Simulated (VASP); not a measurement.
# MnS (R-3m) in VASP: a series of runs

Runs on MnS. Level: LDA. Tasks: single point.

Everything below comes from runs of VASP 6.6.1. Logs are shortened: lines on timing, memory, paths and dates and some standing lists are left out, and cuts for length are marked.

### Step 1. The cell of the first run

The typed cell holds 2 atoms: a = 3.154 Å, b = 3.154 Å, c = 3.154 Å, α = 60.03°, β = 60.03°, γ = 60.03°.

### Step 2. Single point, LDA, collinear spin, ferromagnetic start

The input, INCAR:

```
SYSTEM = MnS
PREC = Accurate
ENCUT = 520
EDIFF = 1E-6
ISMEAR = -1
SIGMA = 0.05
LREAL = .FALSE.
LASPH = .TRUE.
NELM = 150
ALGO = Normal
ISIF = 2
LWAVE = .FALSE.
LCHARG = .FALSE.
ISPIN = 2
MAGMOM = 4 0
LORBIT = 11
LMAXMIX = 4
NBANDS = 20
```

The input, KPOINTS:

```
Automatic mesh
0
G
  7 7 7
  0 0 0
```

The input, POSCAR:

```
MnS
1.0
    1.5776985873      0.9108847041      2.5744133474
   -1.5776985873      0.9108847041      2.5744133474
    0.0000000000     -1.8217694081      2.5744133474
Mn S
1 1
Direct
    0.0000000000      0.0000000000      0.0000000000
    0.5000000000      0.5000000000      0.5000000000
```

Potentials or basis: VASP PAW LDA potentials, release 64 (Mn_pv, S).

Run with:

```
> cat potpaw_LDA.64/Mn_pv/POTCAR potpaw_LDA.64/S/POTCAR > POTCAR
> mpirun -np 1 vasp_std > vasp.out
```

OUTCAR:

```text
SYSTEM = MnS
   PREC = Accurate
   ENCUT = 520
   EDIFF = 1E-6
   ISMEAR = -1
   LREAL = .FALSE.
   LASPH = .TRUE.
   NELM = 150
   ISIF = 2
   ISPIN = 2
   LORBIT = 11

 ion  position               nearest neighbor table
   1  0.000  0.000  0.000-   2 2.23   2 2.23   2 2.23   2 2.23   2 2.23   2 2.23
   2  0.500  0.500  0.500-   1 2.23   1 2.23   1 2.23   1 2.23   1 2.23   1 2.23

  LATTYP: Found a trigonal (rhomboedric) cell.
 ALAT       =     3.1537989568
 COS(alpha) =     0.4994931120

  Lattice vectors:

 A1 = (   1.5776985873,   0.9108847041,   2.5744133474)
 A2 = (  -1.5776985873,   0.9108847041,   2.5744133474)
 A3 = (   0.0000000000,  -1.8217694081,   2.5744133474)

Analysis of symmetry for initial positions (statically):
=====================================================================
 Subroutine PRICEL returns:
 Original cell was already a primitive cell.

 Routine SETGRP: Setting up the symmetry group for a
 trigonal (rhombohedral) supercell.

 Subroutine GETGRP returns: Found 12 space group operations
 (whereof 12 operations were pure point group operations)
 out of a pool of 12 trial point group operations.

The static configuration has the point symmetry D_3d.

Analysis of symmetry for dynamics (positions and initial velocities):
=====================================================================
 Subroutine PRICEL returns:
 Original cell was already a primitive cell.

 Routine SETGRP: Setting up the symmetry group for a
 trigonal (rhombohedral) supercell.

 Subroutine GETGRP returns: Found 12 space group operations
 (whereof 12 operations were pure point group operations)
 out of a pool of 12 trial point group operations.

The dynamic configuration has the point symmetry D_3d.

Analysis of structural, dynamic, and magnetic symmetry:
=====================================================================
 Subroutine PRICEL returns:
 Original cell was already a primitive cell.

 Routine SETGRP: Setting up the symmetry group for a
 trigonal (rhombohedral) supercell.

 Subroutine GETGRP returns: Found 12 space group operations
 (whereof 12 operations were pure point group operations)
 out of a pool of 12 trial point group operations.

The overall configuration has the point symmetry D_3d.

 Subroutine INISYM returns: Found 12 space group operations
 (whereof 12 operations are pure point group operations),
 and found     1 'primitive' translations

----------------------------------------------------------------------------------------

[... 113 lines left out ...]
  volume/ion in A,a.u.               =      11.10        74.90
  Fermi-wavevector in a.u.,A,eV,Ry     =   1.554367  2.937329 32.872469  2.416058
  Thomas-Fermi vector in A             =   2.658464
   LORBIT       =     11    0 simple, 1 ext, 2 COOP (PROOUT), +10 PAW based schemes
   GGA     = CA    functional components
   LHFCALC =     F    Hartree Fock is set to
   AEXX    =    0.0000 exact exchange contribution
   IVDW    =     0    specifies the selected vdW correction
   LEPSILON=     F    determine dielectric tensor
   LRPA    =     F    only Hartree local field effects (RPA)
 spin polarized calculation
  energy-cutoff  :      520.00
  volume of cell :       22.20
 maximum number of plane-waves:       612
   NGX = 11   NGY = 11   NGZ = 11

 number of electron      18.9999988 magnetization       2.1803074

 Free energy of the ion-electron system (eV)
  ---------------------------------------------------
  ext. energy  EPLUGINS =         0.00000000
  ---------------------------------------------------
  free energy    TOTEN  =       -15.01558646 eV

  energy without entropy =      -14.99872105  energy(sigma->0) =      -15.00715376

 E-fermi :  12.3040     XC(G=0): -13.4087

 val. band max:       12.3028142571   @ k =   0.2857   0.2857   0.1429
 cond. band min:      12.3049359349   @ k =   0.2857   0.1429  -0.0000
 fundamental gap:      0.0021216778
 Fermi energy:        12.3040322677

 spin component 1

 k-point     1 :       0.0000    0.0000    0.0000
  band No.  band energies     occupation
      1     -36.4813      1.00000
      2     -36.4813      1.00000
      3     -36.4807      1.00000
      4      -5.5352      1.00000
      5       9.1296      1.00000
      6       9.1296      1.00000
[... 541 lines left out ...]
     19      32.4354      0.00000
     20      34.2029      0.00000

 [... further k-points ...]

 spin component 2

 k-point     1 :       0.0000    0.0000    0.0000
  band No.  band energies     occupation
      1     -34.5219      1.00000
      2     -34.5219      1.00000
      3     -34.5210      1.00000
      4      -5.3267      1.00000
      5      10.6079      1.00000
      6      10.6079      1.00000
[... 541 lines left out ...]
     19      32.7593      0.00000
     20      34.6478      0.00000

 [... further k-points ...]

------------------------ aborting loop because EDIFF is reached ----------------------------------------

  FORCE on cell =-STRESS in cart. coord.  units (eV):
  Direction    XX          YY          ZZ          XY          YZ          ZX
  --------------------------------------------------------------------------------------
  -------------------------------------------------------------------------------------
  Total        4.0443686      4.0443686      4.0505635      0.0000000      0.0000000     -0.0000000
  in kB      291.9068837    291.9068837    292.3540106      0.0000000      0.0000000     -0.0000000
  external PRESSURE =     292.0559260 kB  Pullay stress =       0.0000000 kB

 VOLUME and BASIS-vectors are now :
 -----------------------------------------------------------------------------
  energy-cutoff  :      520.00
  volume of cell :       22.20
      direct lattice vectors                 reciprocal lattice vectors
     1.577698587  0.910884704  2.574413347     0.316917315  0.182972297  0.129479337
    -1.577698587  0.910884704  2.574413347    -0.316917315  0.182972297  0.129479337
     0.000000000 -1.821769408  2.574413347     0.000000000 -0.365944594  0.129479337

 POSITION                                       TOTAL-FORCE (eV/Angst)
 -----------------------------------------------------------------------------------
      0.00000      0.00000      0.00000        -0.000000     -0.000000     -0.000000
      0.00000      0.00000      3.86162         0.000000      0.000000      0.000000
 -----------------------------------------------------------------------------------
    total drift:                               -0.000000     -0.000000     -0.000000

  FREE ENERGIE OF THE ION-ELECTRON SYSTEM (eV)
  ---------------------------------------------------
  free  energy   TOTEN  =       -15.0155864637 eV

  energy  without entropy=      -14.9987210513  energy(sigma->0) =      -15.00715376

 total charge

# of ion       s       p       d       tot
------------------------------------------
    1        0.333   6.351   5.428  12.112
    2        1.316   2.494   0.000   3.810
--------------------------------------------------
tot          1.650   8.845   5.428  15.923

 magnetization (x)

# of ion       s       p       d       tot
------------------------------------------
    1        0.044   0.021   1.976   2.042
    2        0.005   0.050   0.000   0.056
--------------------------------------------------
tot          0.049   0.072   1.976   2.097
```

stdout:

```text
POSCAR found type information on POSCAR MnS
 POSCAR found :  2 types and       2 ions
 scaLAPACK will be used
 LDA part: xc-table for (Slater(with rela. corr.)+CA(PZ))
 , standard interpolation
 POSCAR, INCAR and KPOINTS ok, starting setup
 FFT: planning ... GRIDC
 FFT: planning ... GRID_SOFT
 FFT: planning ... GRID
 WAVECAR not read
 entering main loop
```

It took 14 s on 1 thread of Intel Xeon Platinum 8488C (Sapphire Rapids), shared host; peak memory 0.15 GiB.

Results:

```
Free energy                                           : -15.0156 eV
Pressure                                              : 29.2 GPa
Net moment                                            : 2.18 μB per cell
Site moments                                          : Mn +2.04; S +0.06 μB
Valence electrons inside the program's atomic spheres : Mn 12.11; S 3.81
```

Caveat: a cell with one magnetic atom can't hold antiferromagnetic order, which such compounds often take; semilocal functionals often make such compounds metallic where correlation or magnetic order opens a gap, which also shifts bond lengths.

### Step 3. Single point, LDA, collinear spin, ferromagnetic start

This run uses another cell than the first one, of 11.84 Å³/atom, 1.066 times its volume.

The input, INCAR:

```
PREC = Accurate ; ENCUT = 520
EDIFF = 1E-7 ; ISMEAR = -1
SIGMA = 0.05 ; LREAL = F
LASPH = T ; NELM = 150
ALGO = Normal ; ISIF = 2
LWAVE = F ; LCHARG = F
ISPIN = 2 ; MAGMOM = 4 0
LORBIT = 11 ; LMAXMIX = 4
GGA = CA ; NBANDS = 20
```

The input, KPOINTS:

```
regular mesh
0
Gamma
  7 7 7
```

The input, POSCAR:

```
MnS
1.0
    1.6112884212      0.9302778037      2.6322683771
   -1.6112884212      0.9302778037      2.6322683771
    0.0000000000     -1.8605556074      2.6322683771
Mn S
1 1
Direct
    0.0000000000      0.0000000000      0.0000000000
    0.5000000000      0.5000000000      0.5000000000
```

Potentials or basis: VASP PAW LDA potentials, release 64 (Mn_pv, S).

Run with:

```
> cat potpaw_LDA.64/Mn_pv/POTCAR potpaw_LDA.64/S/POTCAR > POTCAR
> mpirun -np 1 vasp_std > vasp.out
```

OUTCAR:

```text
PREC = Accurate
   ENCUT = 520
   EDIFF = 1E-7
   ISMEAR = -1
   LREAL = F
   LASPH = T
   NELM = 150
   ISIF = 2
   ISPIN = 2
   LORBIT = 11
   GGA = CA

 ion  position               nearest neighbor table
   1  0.000  0.000  0.000-   2 2.28   2 2.28   2 2.28   2 2.28   2 2.28   2 2.28
   2  0.500  0.500  0.500-   1 2.28   1 2.28   1 2.28   1 2.28   1 2.28   1 2.28

  LATTYP: Found a trigonal (rhomboedric) cell.
 ALAT       =     3.2234304673
 COS(alpha) =     0.5002647837

  Lattice vectors:

 A1 = (   1.6112884212,   0.9302778037,   2.6322683771)
 A2 = (  -1.6112884212,   0.9302778037,   2.6322683771)
 A3 = (   0.0000000000,  -1.8605556074,   2.6322683771)

Analysis of symmetry for initial positions (statically):
=====================================================================
 Subroutine PRICEL returns:
 Original cell was already a primitive cell.

 Routine SETGRP: Setting up the symmetry group for a
 trigonal (rhombohedral) supercell.

 Subroutine GETGRP returns: Found 12 space group operations
 (whereof 12 operations were pure point group operations)
 out of a pool of 12 trial point group operations.

The static configuration has the point symmetry D_3d.

Analysis of symmetry for dynamics (positions and initial velocities):
=====================================================================
 Subroutine PRICEL returns:
 Original cell was already a primitive cell.

 Routine SETGRP: Setting up the symmetry group for a
 trigonal (rhombohedral) supercell.

 Subroutine GETGRP returns: Found 12 space group operations
 (whereof 12 operations were pure point group operations)
 out of a pool of 12 trial point group operations.

The dynamic configuration has the point symmetry D_3d.

Analysis of structural, dynamic, and magnetic symmetry:
[... 149 lines left out ...]

 Free energy of the ion-electron system (eV)
  ---------------------------------------------------
  ext. energy  EPLUGINS =         0.00000000
  ---------------------------------------------------
  free energy    TOTEN  =       -15.22027305 eV

  energy without entropy =      -15.20373483  energy(sigma->0) =      -15.21200394

 E-fermi :  11.2468     XC(G=0): -13.0530

 val. band max:       11.2285723512   @ k =  -0.4286  -0.4286   0.2857
 cond. band min:      11.2479673408   @ k =  -0.2857  -0.4286   0.1429
 fundamental gap:      0.0193949896
 Fermi energy:        11.2467554245

 spin component 1

 k-point     1 :       0.0000    0.0000    0.0000
  band No.  band energies     occupation
      1     -37.6976      1.00000
      2     -37.6973      1.00000
      3     -37.6973      1.00000
      4      -5.9922      1.00000
      5       8.1961      1.00000
      6       8.1988      1.00000
[... 541 lines left out ...]
     19      30.7666      0.00000
     20      32.2487      0.00000

 [... further k-points ...]

 spin component 2

 k-point     1 :       0.0000    0.0000    0.0000
  band No.  band energies     occupation
      1     -35.2341      1.00000
      2     -35.2337      1.00000
      3     -35.2337      1.00000
      4      -5.7369      1.00000
      5       9.6989      1.00000
      6       9.7035      1.00000
[... 541 lines left out ...]
     19      31.1891      0.00000
     20      32.8093      0.00000

 [... further k-points ...]

------------------------ aborting loop because EDIFF is reached ----------------------------------------

  FORCE on cell =-STRESS in cart. coord.  units (eV):
  Direction    XX          YY          ZZ          XY          YZ          ZX
  --------------------------------------------------------------------------------------
  -------------------------------------------------------------------------------------
  Total        2.6661163      2.6661163      2.6615013      0.0000000     -0.0000000      0.0000000
  in kB      180.4356357    180.4356357    180.1233045      0.0000000     -0.0000000      0.0000000
  external PRESSURE =     180.3315253 kB  Pullay stress =       0.0000000 kB

 VOLUME and BASIS-vectors are now :
 -----------------------------------------------------------------------------
  energy-cutoff  :      520.00
  volume of cell :       23.67
      direct lattice vectors                 reciprocal lattice vectors
     1.611288421  0.930277804  2.632268377     0.310310676  0.179157953  0.126633491
    -1.611288421  0.930277804  2.632268377    -0.310310676  0.179157953  0.126633491
     0.000000000 -1.860555607  2.632268377     0.000000000 -0.358315905  0.126633491

 POSITION                                       TOTAL-FORCE (eV/Angst)
 -----------------------------------------------------------------------------------
      0.00000      0.00000      0.00000         0.000000     -0.000000     -0.000000
      0.00000      0.00000      3.94840         0.000000      0.000000      0.000000
 -----------------------------------------------------------------------------------
    total drift:                               -0.000000     -0.000000     -0.000000

  FREE ENERGIE OF THE ION-ELECTRON SYSTEM (eV)
  ---------------------------------------------------
  free  energy   TOTEN  =       -15.2202730521 eV

  energy  without entropy=      -15.2037348298  energy(sigma->0) =      -15.21200394

 total charge

# of ion       s       p       d       tot
------------------------------------------
    1        0.316   6.317   5.323  11.956
    2        1.318   2.470   0.000   3.788
--------------------------------------------------
tot          1.634   8.787   5.323  15.744

 magnetization (x)

# of ion       s       p       d       tot
------------------------------------------
    1        0.049   0.032   2.476   2.557
    2        0.013   0.047   0.000   0.060
--------------------------------------------------
tot          0.062   0.078   2.476   2.617
```

OSZICAR:

```text
N       E                     dE             d eps       ncg     rms          rms(c)
DAV:   1     0.158337570643E+03    0.15834E+03   -0.10004E+04  3552   0.109E+03
DAV:   2    -0.873502665422E+01   -0.16707E+03   -0.15753E+03  3648   0.311E+02
DAV:   3    -0.161704813493E+02   -0.74355E+01   -0.73364E+01  4020   0.695E+01
DAV:   4    -0.162434178168E+02   -0.72936E-01   -0.72875E-01  3944   0.696E+00
DAV:   5    -0.162441782613E+02   -0.76044E-03   -0.76043E-03  4016   0.737E-01    0.196E+01
DAV:   6    -0.157125656395E+02    0.53161E+00   -0.52857E+00  3840   0.339E+01    0.116E+01
DAV:   7    -0.152615289575E+02    0.45104E+00   -0.15520E+00  3812   0.193E+01    0.714E+00
DAV:   8    -0.152191666783E+02    0.42362E-01   -0.50921E-02  4248   0.293E+00    0.327E+00
DAV:   9    -0.152207687029E+02   -0.16020E-02   -0.69001E-03  4360   0.799E-01    0.443E-01
DAV:  10    -0.152201929087E+02    0.57579E-03   -0.25055E-03  3832   0.697E-01    0.179E-01
DAV:  11    -0.152202542548E+02   -0.61346E-04   -0.14292E-04  4064   0.117E-01    0.105E-01
DAV:  12    -0.152202735957E+02   -0.19341E-04   -0.21790E-05  3940   0.453E-02    0.287E-02
DAV:  13    -0.152202731345E+02    0.46125E-06   -0.55016E-06  3996   0.187E-02    0.138E-02
DAV:  14    -0.152202730680E+02    0.66451E-07   -0.14332E-06  4004   0.112E-02    0.554E-03
DAV:  15    -0.152202730521E+02    0.15928E-07   -0.34062E-08  2212   0.172E-03
   1 F= -.15220273E+02 E0= -.15212004E+02  d E =-.165382E-01  mag=     2.7473
```

Wall time 19 s (1 thread of Intel Xeon Platinum 8488C (Sapphire Rapids), shared host); peak memory 0.15 GiB.

Results:

```
Free energy                                           : -15.2203 eV
Pressure                                              : 18.0 GPa
Net moment                                            : 2.75 μB per cell
Site moments                                          : Mn +2.56; S +0.06 μB
Valence electrons inside the program's atomic spheres : Mn 11.96; S 3.79
```

Caveat: a cell with one magnetic atom can't hold antiferromagnetic order, which such compounds often take; semilocal functionals often make such compounds metallic where correlation or magnetic order opens a gap, which also shifts bond lengths. With open d or f shells a metallic result of LDA can be an artefact of self-interaction; +U or a hybrid may open a gap.
